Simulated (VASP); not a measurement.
# CdSe (P6_3mc) in VASP: settings compared

CdSe is run at these levels: LDA, PBEsol; tasks: single point, relaxation of cell and atoms.

Everything below comes from runs of VASP 6.6.1. Logs are shortened: lines on timing, memory, paths and dates and some standing lists are left out, and cuts for length are marked.

## (1) The cell of the first run

The structure is hexagonal, space group P6_3mc (No. 186). The conventional cell has a = 4.341 Å, b = 4.341 Å, c = 7.077 Å, α = 90.00°, β = 90.00°, γ = 120.00°. Cd (site symmetry 3m) has 4 Se at 2.66 Å within 3.5 Å. Se (site symmetry 3m) has 4 Cd at 2.66 Å within 3.5 Å.

## (2) Single point, LDA

Contents of INCAR:

```
SYSTEM = CdSe
PREC = Accurate
ENCUT = 520
EDIFF = 1E-6
ISMEAR = 0
SIGMA = 0.01
LREAL = .False.
LASPH = .True.
NELM = 100
ALGO = Normal
ISIF = 2
LWAVE = .False.
LCHARG = .False.
GGA = CA
NBANDS = 26
```

Contents of KPOINTS:

```
Automatic mesh
0
Gamma
  12 12 4
  0 0 0
```

Contents of POSCAR:

```
CdSe
1.0
    4.3407236659      0.0000000000      0.0000000000
   -2.1703618329      3.7591769655      0.0000000000
    0.0000000000      0.0000000000      7.0766459782
Cd Se
2 2
Direct
    0.3333333333      0.6666666667     -0.0004760038
    0.6666666667      0.3333333333      0.4995239962
    0.3333333333      0.6666666667      0.3754760038
    0.6666666667      0.3333333333      0.8754760038
```

Potentials or basis: VASP PAW LDA potentials, release 64 (Cd, Se).

Launch:

```bash
$ cat potpaw_LDA.64/Cd/POTCAR potpaw_LDA.64/Se/POTCAR > POTCAR
$ mpirun -np 1 vasp_std > vasp.out
```

OUTCAR:

```text
SYSTEM = CdSe
   PREC = Accurate
   ENCUT = 520
   EDIFF = 1E-6
   ISMEAR = 0
   LREAL = .False.
   LASPH = .True.
   NELM = 100
   ISIF = 2
   GGA = CA

 ion  position               nearest neighbor table
   1  0.333  0.667  1.000-   4 2.66   4 2.66   4 2.66   3 2.66
   2  0.667  0.333  0.500-   3 2.66   3 2.66   3 2.66   4 2.66
   3  0.333  0.667  0.375-   2 2.66   2 2.66   2 2.66   1 2.66
   4  0.667  0.333  0.875-   1 2.66   1 2.66   1 2.66   2 2.66

  LATTYP: Found a hexagonal cell.
 ALAT       =     4.3407236659
 C/A-ratio  =     1.6302917492

  Lattice vectors:

 A1 = (   4.3407236659,   0.0000000000,   0.0000000000)
 A2 = (  -2.1703618329,   3.7591769655,   0.0000000000)
 A3 = (   0.0000000000,   0.0000000000,   7.0766459782)

Analysis of symmetry for initial positions (statically):
=====================================================================
 Subroutine PRICEL returns:
 Original cell was already a primitive cell.

 Routine SETGRP: Setting up the symmetry group for a
 hexagonal supercell.

 Subroutine GETGRP returns: Found 12 space group operations
 (whereof  6 operations were pure point group operations)
 out of a pool of 24 trial point group operations.

The static configuration has the point symmetry C_3v.
 The point group associated with its full space group is C_6v.

Analysis of symmetry for dynamics (positions and initial velocities):
=====================================================================
 Subroutine PRICEL returns:
 Original cell was already a primitive cell.

 Routine SETGRP: Setting up the symmetry group for a
 hexagonal supercell.

 Subroutine GETGRP returns: Found 12 space group operations
 (whereof  6 operations were pure point group operations)
 out of a pool of 24 trial point group operations.

The dynamic configuration has the point symmetry C_3v.
 The point group associated with its full space group is C_6v.

 Subroutine INISYM returns: Found 12 space group operations
 (whereof  6 operations are pure point group operations),
 and found     1 'primitive' translations

----------------------------------------------------------------------------------------

                                     Primitive cell

  volume of cell :     115.4735

  direct lattice vectors                    reciprocal lattice vectors
     4.340723666  0.000000000  0.000000000     0.230376333  0.133007838  0.000000000
    -2.170361833  3.759176966  0.000000000     0.000000000  0.266015676  0.000000000
     0.000000000  0.000000000  7.076645978     0.000000000  0.000000000  0.141309881

  length of vectors
     4.340723666  4.340723666  7.076645978     0.266015676  0.266015676  0.141309881

  position of ions in fractional coordinates (direct lattice)
     0.333333333  0.666666667  0.999523996
     0.666666667  0.333333333  0.499523996
     0.333333333  0.666666667  0.375476004
     0.666666667  0.333333333  0.875476004

  ion indices of the primitive-cell ions
   primitive index   ion index
                 1           1
                 2           2
                 3           3
                 4           4

----------------------------------------------------------------------------------------

 KPOINTS: Automatic mesh

Automatic generation of k-mesh.
 Grid dimensions read from file:
 generate k-points for:   12   12    4

 Generating k-lattice:

  Cartesian coordinates                     Fractional coordinates (reciprocal lattice)
     0.019198028  0.011083986  0.000000000     0.083333333  0.000000000  0.000000000
     0.000000000  0.022167973  0.000000000     0.000000000  0.083333333  0.000000000
     0.000000000  0.000000000  0.035327470     0.000000000  0.000000000  0.250000000

  Length of vectors
     0.022167973  0.022167973  0.035327470

  Shift w.r.t. Gamma in fractional coordinates (k-lattice)
     0.000000000  0.000000000  0.000000000

 Subroutine IBZKPT returns following result:
 ===========================================

 Found     57 irreducible k-points:

 Following reciprocal coordinates:
            Coordinates               Weight
  0.000000  0.000000  0.000000      1.000000
  0.083333  0.000000  0.000000      6.000000
  0.166667  0.000000  0.000000      6.000000
  0.250000  0.000000  0.000000      6.000000
  0.333333 -0.000000  0.000000      6.000000
  0.416667 -0.000000  0.000000      6.000000
[... 16 lines left out ...]
  0.250000  0.000000  0.250000     12.000000
  0.333333 -0.000000  0.250000     12.000000
 [... further k-points ...]
   k-points           NKPTS =     57   k-points in BZ     NKDIM =     57   number of bands    NBANDS=     26
   number of dos      NEDOS =    301   number of ions     NIONS =      4
   total plane-waves  NPLWV =  55296
   dimension x,y,z NGX =    32 NGY =   32 NGZ =   54
   dimension x,y,z NGXF=    64 NGYF=   64 NGZF=  108
   ions per type =               2   2
   NGX,Y,Z   is equivalent  to a cutoff of  12.26, 12.26, 12.69 a.u.
   NGXF,Y,Z  is equivalent  to a cutoff of  24.51, 24.51, 25.37 a.u.
 SYSTEM =  CdSe
   PREC   = accura    normal or accurate (medium, high low for compatibility)
   ISTART =      0    job   : 0-new  1-cont  2-samecut
   ICHARG =      2    charge: 1-file 2-atom 10-const
   ISPIN  =      1    spin polarized calculation?
   LNONCOLLINEAR =      F non collinear calculations
   LSORBIT =      F    spin-orbit coupling
   LASPH  =      T    aspherical Exc in radial PAW
   ENCUT  =  520.0 eV  38.22 Ry    6.18 a.u.   8.07  8.07 13.16*2*pi/ulx,y,z
   NELM   =    100;   NELMIN=  2; NELMDL= -5     # of ELM steps
   EDIFF  = 0.1E-05   stopping-criterion for ELM
   LREAL  =      F    real-space projection
   EDIFFG = 0.1E-04   stopping-criterion for IOM
   NSW    =      0    number of steps for IOM
   IBRION =     -1    ionic relax: 0-MD 1-quasi-New 2-CG
   NFREE  =      0    steps in history (QN), initial steepest desc. (CG)
   ISIF   =      2    stress and relaxation
   ISYM   =      2    0-nonsym 1-usesym 2-fastsym
   POTIM  = 0.5000    time-step for ionic-motion
   TEBEG  =    0.0;   TEEND  =   0.0 temperature during run
   PSTRESS=    0.0 pullay stress
   NELECT =      36.0000    total number of electrons
   NUPDOWN=      -1.0000    fix difference up-down
   EMIN   =  10.00;   EMAX   =-10.00  energy-range for DOS
   EFERMI =   0.00;   METHOD = LEGACY
   ISMEAR =     0;   SIGMA  =   0.01  broadening in eV -4-tet -1-fermi 0-gaus
   EFERMI_NEDOS =   21; number of points for ismear=-14 and -15
   IALGO  =     38    algorithm
   IMIX   =      4    mixing-type and parameters
     AMIX     =   0.40;   BMIX     =  1.00
     AMIX_MAG =   1.60;   BMIX_MAG =  1.00
  volume/ion in A,a.u.               =      28.87       194.81
  Fermi-wavevector in a.u.,A,eV,Ry     =   1.110064  2.097718 16.765686  1.232243
  Thomas-Fermi vector in A             =   2.246612
   LORBIT       =      0    0 simple, 1 ext, 2 COOP (PROOUT), +10 PAW based schemes
   GGA     = CA    functional components
   LHFCALC =     F    Hartree Fock is set to
   AEXX    =    0.0000 exact exchange contribution
   IVDW    =     0    specifies the selected vdW correction
   LEPSILON=     F    determine dielectric tensor
   LRPA    =     F    only Hartree local field effects (RPA)
 non-spin polarized calculation
 Gauss-broadening in eV      SIGMA  =   0.01
  energy-cutoff  :      520.00
  volume of cell :      115.47
 maximum number of plane-waves:      3130
   NGX = 17   NGY = 17   NGZ = 27

 number of electron      36.0000001 magnetization

 Free energy of the ion-electron system (eV)
  ---------------------------------------------------
  ext. energy  EPLUGINS =         0.00000000
  ---------------------------------------------------
  free energy    TOTEN  =       -13.46526246 eV

  energy without entropy =      -13.46526246  energy(sigma->0) =      -13.46526246

 E-fermi :   0.6570     XC(G=0):  -9.1706

 val. band max:        0.6061764238   @ k =   0.0000   0.0000   0.0000
 cond. band min:       0.9704351053   @ k =   0.0000   0.0000   0.0000
 fundamental gap:      0.3642586815
 Fermi energy:         0.6570199138

 k-point     1 :       0.0000    0.0000    0.0000
  band No.  band energies     occupation
      1     -11.9030      2.00000
      2     -11.5407      2.00000
      3      -7.2517      2.00000
      4      -7.2456      2.00000
      5      -7.2456      2.00000
      6      -7.1823      2.00000
[... 18 lines left out ...]
     25       7.4742      0.00000
     26       7.9950      0.00000

 k-point     2 :       0.0833    0.0000    0.0000
  band No.  band energies     occupation
      1     -11.8821      2.00000
      2     -11.5311      2.00000
      3      -7.2462      2.00000
      4      -7.2381      2.00000
      5      -7.2294      2.00000
      6      -7.1736      2.00000
[... 18 lines left out ...]
     25       7.6352      0.00000
     26       7.8749      0.00000

 k-point     3 :       0.1667    0.0000    0.0000
  band No.  band energies     occupation
      1     -11.8239      2.00000
      2     -11.5054      2.00000
      3      -7.2277      2.00000
      4      -7.2185      2.00000
      5      -7.1846      2.00000
      6      -7.1461      2.00000
[... 18 lines left out ...]
     25       7.6069      0.00000
     26       8.0790      0.00000

 k-point     4 :       0.2500    0.0000    0.0000
  band No.  band energies     occupation
      1     -11.7407      2.00000
      2     -11.4731      2.00000
      3      -7.2050      2.00000
      4      -7.1950      2.00000
      5      -7.1240      2.00000
      6      -7.1059      2.00000
[... 18 lines left out ...]
     25       7.8303      0.00000
     26       8.4069      0.00000

 k-point     5 :       0.3333   -0.0000    0.0000
  band No.  band energies     occupation
      1     -11.6513      2.00000
      2     -11.4459      2.00000
      3      -7.1861      2.00000
      4      -7.1760      2.00000
      5      -7.0783      2.00000
      6      -7.0685      2.00000
[... 18 lines left out ...]
     25       8.2689      0.00000
     26       8.5645      0.00000

 k-point     6 :       0.4167   -0.0000    0.0000
  band No.  band energies     occupation
      1     -11.5781      2.00000
      2     -11.4332      2.00000
      3      -7.1753      2.00000
      4      -7.1654      2.00000
      5      -7.0425      2.00000
      6      -7.0424      2.00000
[... 427 lines left out ...]
 k-point    21 :       0.0833    0.0000    0.2500
  band No.  band energies     occupation
      1     -11.8303      2.00000
      2     -11.5815      2.00000
      3      -7.2312      2.00000
      4      -7.2305      2.00000
      5      -7.1989      2.00000
      6      -7.1844      2.00000
[... 18 lines left out ...]
     25       7.3515      0.00000
     26       7.5961      0.00000

 k-point    22 :       0.1667    0.0000    0.2500
  band No.  band energies     occupation
      1     -11.7762      2.00000
      2     -11.5506      2.00000
      3      -7.2132      2.00000
      4      -7.2092      2.00000
      5      -7.1694      2.00000
      6      -7.1565      2.00000
[... 18 lines left out ...]
     25       7.6926      0.00000
     26       7.7796      0.00000

 k-point    23 :       0.2500    0.0000    0.2500
  band No.  band energies     occupation
      1     -11.6997      2.00000
      2     -11.5100      2.00000
      3      -7.1940      2.00000
      4      -7.1826      2.00000
      5      -7.1343      2.00000
      6      -7.1195      2.00000
[... 18 lines left out ...]
     25       7.7779      0.00000
     26       8.3792      0.00000

 k-point    24 :       0.3333   -0.0000    0.2500
  band No.  band energies     occupation
      1     -11.6187      2.00000
      2     -11.4731      2.00000
      3      -7.1799      2.00000
      4      -7.1600      2.00000
      5      -7.1031      2.00000
      6      -7.0836      2.00000
[... 18 lines left out ...]
     25       7.8876      0.00000
     26       8.9926      0.00000

 [... further k-points ...]

------------------------ aborting loop because EDIFF is reached ----------------------------------------

  FORCE on cell =-STRESS in cart. coord.  units (eV):
  Direction    XX          YY          ZZ          XY          YZ          ZX
  --------------------------------------------------------------------------------------
  -------------------------------------------------------------------------------------
  Total       -1.9986039     -1.9986039     -1.9401712     -0.0000000     -0.0000000      0.0000000
  in kB      -27.7303227    -27.7303227    -26.9195790     -0.0000000     -0.0000000      0.0000000
  external PRESSURE =     -27.4600748 kB  Pullay stress =       0.0000000 kB

 VOLUME and BASIS-vectors are now :
 -----------------------------------------------------------------------------
  energy-cutoff  :      520.00
  volume of cell :      115.47
      direct lattice vectors                 reciprocal lattice vectors
     4.340723666  0.000000000  0.000000000     0.230376333  0.133007838  0.000000000
    -2.170361833  3.759176966  0.000000000     0.000000000  0.266015676  0.000000000
     0.000000000  0.000000000  7.076645978     0.000000000  0.000000000  0.141309881

 POSITION                                       TOTAL-FORCE (eV/Angst)
 -----------------------------------------------------------------------------------
     -0.00000      2.50612      7.07328         0.000000     -0.000000     -0.001444
      2.17036      1.25306      3.53495        -0.000000      0.000000     -0.001444
     -0.00000      2.50612      2.65711        -0.000000      0.000000      0.001444
      2.17036      1.25306      6.19543        -0.000000      0.000000      0.001444
 -----------------------------------------------------------------------------------
    total drift:                               -0.000000      0.000000      0.000224

  FREE ENERGIE OF THE ION-ELECTRON SYSTEM (eV)
  ---------------------------------------------------
  free  energy   TOTEN  =       -13.4652624594 eV

  energy  without entropy=      -13.4652624594  energy(sigma->0) =      -13.46526246
```

Wall time 52 s (1 thread of Intel Xeon 6975P-C (Granite Rapids), shared host); peak memory 0.28 GiB.

Results:

```yaml
Free_energy: -13.4653 eV
Pressure: -2.7 GPa
Band_gap_on_the_k_mesh: 0.36 eV
```

Stress tensor (GPa, compression positive):
```
-2.77  0.00  0.00
 0.00 -2.77  0.00
 0.00  0.00 -2.69
```

(Part 1 of 2 ends here.)
